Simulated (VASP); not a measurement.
A run of VASP 6.6.1 is set up as follows.

Contents of INCAR:

```
  PREC = Accurate
  ENCUT = 520
  EDIFF = 1E-6
  ISMEAR = 0
  SIGMA = 0.15
  LREAL = F
  LASPH = T
  NELM = 60
  ALGO = Normal
  ISIF = 2
  LWAVE = F
  LCHARG = F
  GGA = PE
  NBANDS = 15
```

KPOINTS

```
Automatic mesh
0
Gamma
  18 18 18
```

The input POSCAR:

```
TaN
1.0
    0.0000000000      2.0918400000      2.1790000000
    2.0918400000      0.0000000000      2.1790000000
    2.0918400000      2.0918400000      0.0000000000
Ta N
1 1
Direct
    0.5000000000      0.5000000000      0.5000000000
    0.0000000000      0.0000000000      0.0000000000
```

Potentials or basis: VASP PAW PBE potentials, release 64 (Ta_pv, N).

Command:

```sh
$ cat potpaw_PBE.64/Ta_pv/POTCAR potpaw_PBE.64/N/POTCAR > POTCAR
$ mpirun -np 1 vasp_std > vasp.out
```

(1) What does it give for the pressure?

(2) What does it give for the band gap on the k mesh?

Results:

(1) 56.0 GPa.

(2) zero (bands 8 and 9 overlap by 4.38 eV).

Caveat: the cell differs from its parent crystal (strain -0.0400 x Voigt [1, 1, 0, 0, 0, 0]); the stress differs along the axes, from 31 to 69 GPa; spin-orbit coupling is left out, which moves the levels of the heavy elements.
